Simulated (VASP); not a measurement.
Set up this calculation in VASP 6.6.1, as the native input.

* Task: single point
* Functional: LDA
* Potentials or basis: VASP PAW LDA potentials, release 64 (Pt)
* Cutoff: 500 eV
* k mesh: 8 × 8 × 8
* Occupations: gaussian, width 0.1 eV
* Spin: no spin polarisation
* Dipole correction: no
* Further INCAR settings: ALGO = Normal; EDIFF = 1e-06; NBANDS = 11

The structure of Pt lies in POSCAR:

```
Pt
1.0
   -1.5842200000      1.5842200000      1.5842200000
    1.5842200000     -1.5842200000      1.5842200000
    1.5842200000      1.5842200000     -1.5842200000
Pt
1
Direct
    0.0000000000      0.0000000000      0.0000000000
```

These files were run (other wordings do the same):

INCAR

```
PREC = Accurate
ENCUT = 500
EDIFF = 1E-6
ISMEAR = 0
SIGMA = 0.1
LREAL = False
LASPH = True
NELM = 120
ALGO = Normal
ISIF = 2
LWAVE = False
LCHARG = False
GGA = CA
NBANDS = 11
GGA_COMPAT = False
```

KPOINTS

```
regular mesh
0
Gamma
  8 8 8
```

Potentials or basis: VASP PAW LDA potentials, release 64 (Pt).

The run is started by

```console
$ cat potpaw_LDA.64/Pt/POTCAR > POTCAR
$ mpirun -np 1 vasp_std > vasp.out
```

It gave:

| Item | Value |
| --- | --- |
| Pressure | -13.8 GPa |
| Band gap on the k mesh | zero (band 5 reaches 10.92 eV, above the bottom of band 6 at 8.99 eV) |

Caveat: spin-orbit coupling is left out, which moves the levels of the heavy elements.

It used 9.3 s of CPU time on 1 thread of AMD EPYC 7R13 Processor (Zen 3) (shared host).
